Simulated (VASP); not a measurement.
# Si8NO14 (a cell with a defect) in VASP: relaxation of the atoms with PBE+D3(BJ)

Aim: the relaxation of the atoms of Si8NO14 (a cell with a defect) with PBE+D3(BJ).

Program: VASP 6.6.1. These are calculated values, not measurements. Logs are shortened: lines on timing, memory, paths and dates and some standing lists are left out, and cuts for length are marked.

### Step 1. The cell of the first run

The cell holds a defect, 23 atoms: a = 5.833 Å, b = 5.833 Å, c = 5.295 Å, α = 90.00°, β = 90.00°, γ = 90.00°.

### Step 2. Relaxation of the atoms, PBE+D3(BJ)

INCAR reads:

```
PREC = Accurate ; ENCUT = 520
EDIFF = 1E-7 ; ISMEAR = 0
SIGMA = 0.02 ; LREAL = Auto
LASPH = True ; NELM = 100
ALGO = Normal ; ISIF = 2
LWAVE = False ; LCHARG = False
GGA = PE ; IVDW = 12
IBRION = 2 ; NSW = 80
EDIFFG = -0.03 ; NELECT = 120.0
KPAR = 2
```

KPOINTS reads:

```
Automatic mesh
0
Gamma
  3 3 3
```

POSCAR reads:

```
Si8NO14
1.0
   -4.1246000000     -4.1246000000      0.0000000000
    4.1246000000     -4.1246000000      0.0000000000
    0.0000000000      0.0000000000      5.2948000000
Si O N
8 14 1
Direct
    0.4896387000      0.5042257000     -0.0098146000
   -0.0026504000      0.5009813000      0.2593116000
    0.5032039000      0.5071326000      0.4964415000
    0.0006554000      0.5087139000      0.7513850000
    0.0012867000     -0.0059765000      0.0079459000
    0.5079128000     -0.0024372000      0.2602145000
    0.0026884000      0.0020163000      0.5088886000
    0.4988448000     -0.0056477000      0.7465437000
    0.1960823000      0.4977714000     -0.0081449000
   -0.0065111000      0.2001683000      0.2511317000
    0.8013936000      0.5070026000     -0.0048709000
   -0.0016033000      0.8023205000      0.2441159000
    0.1888662000      0.5025787000      0.5090744000
    0.8094991000      0.5084363000      0.4998796000
    0.7051935000      0.0032852000     -0.0025216000
    0.5056358000      0.6924293000      0.2526332000
    0.3033544000     -0.0051801000     -0.0067276000
    0.4980286000      0.3081957000      0.2531935000
    0.7016156000      0.0021599000      0.4894821000
    0.4872779000      0.6925634000      0.7547908000
    0.2941193000      0.0011179000      0.5040674000
    0.4978520000      0.2991745000      0.7517618000
    0.0043892000      0.8137997000      0.7572547000
```

Potentials or basis: VASP PAW PBE potentials, release 64 (Si, O, N).

The run is started by

```console
$ cat potpaw_PBE.64/Si/POTCAR potpaw_PBE.64/O/POTCAR potpaw_PBE.64/N/POTCAR > POTCAR
$ mpirun -np 2 vasp_std > vasp.out
```

OUTCAR:

```text
PREC = Accurate
   ENCUT = 520
   EDIFF = 1E-7
   ISMEAR = 0
   LREAL = Auto
   LASPH = True
   NELM = 100
   ISIF = 2
   GGA = PE
   IVDW = 12
   IBRION = 2
   NSW = 80
   EDIFFG = -0.03
   NELECT = 120.0
 IVDW          = 12

 ion  position               nearest neighbor table
   1  0.490  0.504  0.990-  20 1.66   9 1.71  22 1.74  16 1.77  18 1.80  11 1.82   3 2.62   3 2.68
                             4 3.12   8 3.14
   2  0.997  0.501  0.259-  14 1.68  13 1.73  10 1.76  12 1.76  11 1.81   9 1.83   4 2.61   4 2.69
                             3 3.14
   3  0.503  0.507  0.496-  16 1.68  18 1.73  20 1.75  14 1.79  22 1.82  13 1.83   1 2.62   1 2.68
                             6 3.12   8 3.14   2 3.14
   4  0.001  0.509  0.751-  13 1.69   9 1.71  14 1.74  11 1.74  23 1.78   2 2.61   2 2.69   1 3.12
                             5 3.14
   5  0.001  0.994  0.008-  12 1.68  23 1.69  15 1.73  10 1.76  17 1.76   7 2.64   7 2.65   4 3.14

   6  0.508  0.998  0.260-  19 1.66  16 1.78  21 1.80  15 1.81  18 1.81  17 1.85   8 2.58   8 2.72
                             3 3.12
   7  0.003  0.002  0.509-  21 1.70  23 1.71  19 1.76  10 1.79  12 1.82   5 2.64   5 2.65
   8  0.499  0.994  0.747-  17 1.73  21 1.75  20 1.76  22 1.78  15 1.79  19 1.80   6 2.58   6 2.72
                             3 3.14   1 3.14
   9  0.196  0.498  0.992-   4 1.71   1 1.71   2 1.83
  10  0.993  0.200  0.251-   2 1.76   5 1.76   7 1.79
  11  0.801  0.507  0.995-   4 1.74   2 1.81   1 1.82
  12  0.998  0.802  0.244-   5 1.68   2 1.76   7 1.82
  13  0.189  0.503  0.509-   4 1.69   2 1.73   3 1.83
  14  0.809  0.508  0.500-   2 1.68   4 1.74   3 1.79
  15  0.705  0.003  0.997-   5 1.73   8 1.79   6 1.81
  16  0.506  0.692  0.253-   3 1.68   1 1.77   6 1.78
  17  0.303  0.995  0.993-   8 1.73   5 1.76   6 1.85
  18  0.498  0.308  0.253-   3 1.73   1 1.80   6 1.81
  19  0.702  0.002  0.489-   6 1.66   7 1.76   8 1.80
  20  0.487  0.693  0.755-   1 1.66   3 1.75   8 1.76
  21  0.294  0.001  0.504-   7 1.70   8 1.75   6 1.80
  22  0.498  0.299  0.752-   1 1.74   8 1.78   3 1.82
  23  0.004  0.814  0.757-   5 1.69   7 1.71   4 1.78

  LATTYP: Found a simple tetragonal cell.
 ALAT       =     5.8330652594
 C/A-ratio  =     0.9077217148

  Lattice vectors:

 A1 = (  -4.1246000000,  -4.1246000000,   0.0000000000)
 A2 = (   4.1246000000,  -4.1246000000,   0.0000000000)
 A3 = (   0.0000000000,   0.0000000000,   5.2948000000)

Analysis of symmetry for initial positions (statically):
=====================================================================
 Subroutine PRICEL returns:
 Original cell was already a primitive cell.

 Routine SETGRP: Setting up the symmetry group for a
 simple tetragonal supercell.

[... 141 lines left out ...]
   ISTART =      0    job   : 0-new  1-cont  2-samecut
   ICHARG =      2    charge: 1-file 2-atom 10-const
   ISPIN  =      1    spin polarized calculation?
   LNONCOLLINEAR =      F non collinear calculations
   LSORBIT =      F    spin-orbit coupling
   LASPH  =      T    aspherical Exc in radial PAW
   ENCUT  =  520.0 eV  38.22 Ry    6.18 a.u.  10.85 10.85  9.84*2*pi/ulx,y,z
   NELM   =    100;   NELMIN=  2; NELMDL= -5     # of ELM steps
   EDIFF  = 0.1E-06   stopping-criterion for ELM
   LREAL  =      T    real-space projection
   EDIFFG = -.3E-01   stopping-criterion for IOM
   NSW    =     80    number of steps for IOM
   IBRION =      2    ionic relax: 0-MD 1-quasi-New 2-CG
   NFREE  =      1    steps in history (QN), initial steepest desc. (CG)
   ISIF   =      2    stress and relaxation
   ISYM   =      2    0-nonsym 1-usesym 2-fastsym
   POTIM  = 0.5000    time-step for ionic-motion
   TEBEG  =    0.0;   TEEND  =   0.0 temperature during run
   PSTRESS=    0.0 pullay stress
   NELECT =     120.0000    total number of electrons
   NUPDOWN=      -1.0000    fix difference up-down
   EMIN   =  10.00;   EMAX   =-10.00  energy-range for DOS
   EFERMI =   0.00;   METHOD = LEGACY
   ISMEAR =     0;   SIGMA  =   0.02  broadening in eV -4-tet -1-fermi 0-gaus
   EFERMI_NEDOS =   21; number of points for ismear=-14 and -15
   IALGO  =     38    algorithm
   IMIX   =      4    mixing-type and parameters
     AMIX     =   0.40;   BMIX     =  1.00
     AMIX_MAG =   1.60;   BMIX_MAG =  1.00
  volume/ion in A,a.u.               =       7.83        52.86
  Fermi-wavevector in a.u.,A,eV,Ry     =   1.429730  2.701799 27.812066  2.044129
  Thomas-Fermi vector in A             =   2.549652
   LORBIT       =      0    0 simple, 1 ext, 2 COOP (PROOUT), +10 PAW based schemes
   GGA     = PE    functional components
   LHFCALC =     F    Hartree Fock is set to
   AEXX    =    0.0000 exact exchange contribution
   IVDW    =    12    specifies the selected vdW correction
   LEPSILON=     F    determine dielectric tensor
   LRPA    =     F    only Hartree local field effects (RPA)
 conjugate gradient relaxation of ions
 non-spin polarized calculation
 Gauss-broadening in eV      SIGMA  =   0.02
  energy-cutoff  :      520.00
  volume of cell :      180.15
 maximum number of plane-waves:      4869
 NGX is ok and might be reduce to    48
   NGX = 21   NGY = 21   NGZ = 19

--------------------------------------- Ionic step        1  -------------------------------------------

 number of electron     120.0000004 magnetization

 Free energy of the ion-electron system (eV)
  ---------------------------------------------------
  ext. energy  EPLUGINS =         0.00000000
  ---------------------------------------------------
  free energy    TOTEN  =      -181.17418574 eV

  energy without entropy =     -181.17120533  energy(sigma->0) =     -181.17269554

------------------------ aborting loop because EDIFF is reached ----------------------------------------

 Edisp (eV)   -5.74493

 E8    (eV) :    -1.9902
[... 168 lines left out ...]
  FREE ENERGIE OF THE ION-ELECTRON SYSTEM (eV)
  ---------------------------------------------------
  free  energy   TOTEN  =      -188.9313045052 eV

  energy  without entropy=     -188.9313045052  energy(sigma->0) =     -188.93130451

[... ionic steps 4 to 19 ...]

--------------------------------------- Ionic step       20  -------------------------------------------

 number of electron     119.9999986 magnetization

------------------------ aborting loop because EDIFF is reached ----------------------------------------
[... 117 lines left out ...]
--------------------------------------- Ionic step       22  -------------------------------------------

 number of electron     119.9999987 magnetization

 Free energy of the ion-electron system (eV)
  ---------------------------------------------------
  ext. energy  EPLUGINS =         0.00000000
  ---------------------------------------------------
  free energy    TOTEN  =      -184.21368570 eV

  energy without entropy =     -184.21368570  energy(sigma->0) =     -184.21368570

 E-fermi :   8.9736     XC(G=0): -12.1385

 val. band max:        8.8172217718   @ k =   0.0000   0.0000   0.0000
 cond. band min:      11.1992727460   @ k =   0.0000   0.0000   0.0000
 fundamental gap:      2.3820509742
 Fermi energy:         8.9736401044

 k-point     1 :       0.0000    0.0000    0.0000
  band No.  band energies     occupation
      1     -14.3368      2.00000
      2     -12.8161      2.00000
      3     -12.5031      2.00000
      4     -11.5952      2.00000
      5     -11.5089      2.00000
      6     -11.2822      2.00000
[... 1093 lines left out ...]
  FREE ENERGIE OF THE ION-ELECTRON SYSTEM (eV)
  ---------------------------------------------------
  free  energy   TOTEN  =      -189.9538493931 eV

  energy  without entropy=     -189.9538493931  energy(sigma->0) =     -189.95384939

 reached required accuracy - stopping structural energy minimisation
```

CONTCAR:

```text
Si8NO14
   1.00000000000000
    -4.1246000000000000   -4.1246000000000000    0.0000000000000000
     4.1246000000000000   -4.1246000000000000    0.0000000000000000
     0.0000000000000000    0.0000000000000000    5.2948000000000004
  Si              O               N
     8    14     1
Direct
     0.4992207670156844    0.5029600239538501    0.9990439599381071
     0.9993029668778685    0.4793355750215643    0.2506429180254151
     0.4991355724862931    0.5029904632975013    0.5025284617881377
     0.9991858018572615    0.5515137029454409    0.7507220220146696
     0.9997088108741908    0.9775066099882611    0.0188673602817031
     0.4995393266267883    0.0126967258305272    0.2506779384184930
[... 15 lines left out ...]
     0.4997521790308710    0.3077989873540317    0.7507363155313377
     0.9998449533709158    0.8371722110194872    0.7506357090879217

  0.00000000E+00  0.00000000E+00  0.00000000E+00
  0.00000000E+00  0.00000000E+00  0.00000000E+00
  0.00000000E+00  0.00000000E+00  0.00000000E+00
  0.00000000E+00  0.00000000E+00  0.00000000E+00
  0.00000000E+00  0.00000000E+00  0.00000000E+00
  0.00000000E+00  0.00000000E+00  0.00000000E+00
[... 15 lines left out ...]
  0.00000000E+00  0.00000000E+00  0.00000000E+00
  0.00000000E+00  0.00000000E+00  0.00000000E+00
```

Run time: 33 min. Hardware: 2 MPI ranks of Intel Xeon Platinum 8259CL at 2.50GHz (Skylake/Cascade Lake), shared host; peak memory 0.39 GiB.

Results:

* Free energy: -189.9538 eV
* Energy gained by relaxing: 131.9 meV/atom
* Ionic steps: 22
* Largest force after relaxing: 0.029 eV/Å
* Dispersion energy per atom: -0.250 eV

Forces on the atoms (eV/Å):
```
Si  -0.001  0.000 -0.002
Si  -0.008  0.010  0.013
Si  -0.008 -0.007 -0.011
Si  -0.011  0.004 -0.009
Si   0.005 -0.002  0.002
Si   0.000  0.000  0.010
Si   0.011  0.001  0.014
Si   0.006 -0.002 -0.009
O    0.000 -0.006  0.004
O    0.001  0.000 -0.001
O    0.001  0.004  0.001
O   -0.003  0.013 -0.002
O    0.003 -0.003  0.001
O   -0.013 -0.004 -0.004
O    0.006 -0.002 -0.004
O   -0.013 -0.006 -0.003
O   -0.002  0.010  0.001
O   -0.005  0.005 -0.006
O    0.003 -0.004 -0.002
O    0.003 -0.006  0.003
O   -0.003  0.006  0.002
O    0.006  0.004  0.002
N    0.023 -0.017  0.002
```

Step by step:
```
step  energy change (eV)  largest force (eV/Å)  pressure (GPa)
   1              0.0000                4.5743            6.07
   2             -0.4393                6.2661           12.13
   3             -2.0122                4.0756            6.64
   4             -2.3526                4.4446            9.75
   5             -2.6648                2.1667            8.12
   6             -2.8340                1.9679            7.44
   7             -2.9509                0.7339            7.42
   8             -2.9800                0.8744            7.62
   9             -2.9949                0.4201            7.50
  10             -3.0104                0.3871            7.60
  11             -3.0104                0.3907            7.60
  12             -3.0236                0.2048            7.45
  13             -3.0246                0.2304            7.40
  14             -3.0315                0.1688            7.33
  15             -3.0315                0.1488            7.34
  16             -3.0335                0.1374            7.33
  17             -3.0339                0.0993            7.33
  18             -3.0343                0.1000            7.30
  19             -3.0344                0.0592            7.31
  20             -3.0346                0.0494            7.29
  21             -3.0346                0.0385            7.30
  22             -3.0347                0.0287            7.30
```

Final structure:
```xyz
23
Lattice="-4.1246 -4.1246 0.0000 4.1246 -4.1246 0.0000 0.0000 0.0000 5.2948" Properties=species:S:1:pos:R:3 pbc="T T T"
Si    0.0154   -4.1336    5.2897
Si   -2.1447   -6.0988    1.3271
Si    0.0159   -4.1334    2.6608
Si   -1.8465   -6.3960    3.9749
Si   -0.0916   -8.1552    0.0999
Si   -2.0080   -2.1128    1.3273
Si   -0.0919   -8.1552    2.5539
Si   -2.0345   -2.0868    3.9750
O     1.2170   -2.7881    5.2576
O    -3.3663   -4.8768    1.3272
O    -1.3270   -5.3384    5.2588
O     3.2307   -3.2308    1.3270
O     1.2172   -2.7881    2.6918
O    -1.3262   -5.3386    2.6909
O    -2.8295   -2.9329    0.0083
O     0.8412   -4.9551    1.3275
O    -1.1854   -1.2947    0.0079
O    -0.7679   -3.3530    1.3278
O    -2.8295   -2.9328    2.6467
O     0.8349   -4.9514    3.9751
O    -1.1857   -1.2944    2.6467
O    -0.7917   -3.3308    3.9750
N    -0.6710   -7.5770    3.9745
```

Levels at points of the mesh, in eV from the Fermi level:
| k point | band 58 | band 59 | band 60 | band 61 | band 62 | band 63 |
| --- | --- | --- | --- | --- | --- | --- |
| (0.00, 0.00, 0.00) | -1.80 | -1.25 | -0.16 | 2.23 | 5.67 | 5.90 |

Caveat: the cell carries a net charge on a neutralising background, which shifts energy and pressure; the cell is charged against a uniform background, so pressure and absolute levels hang on convention.
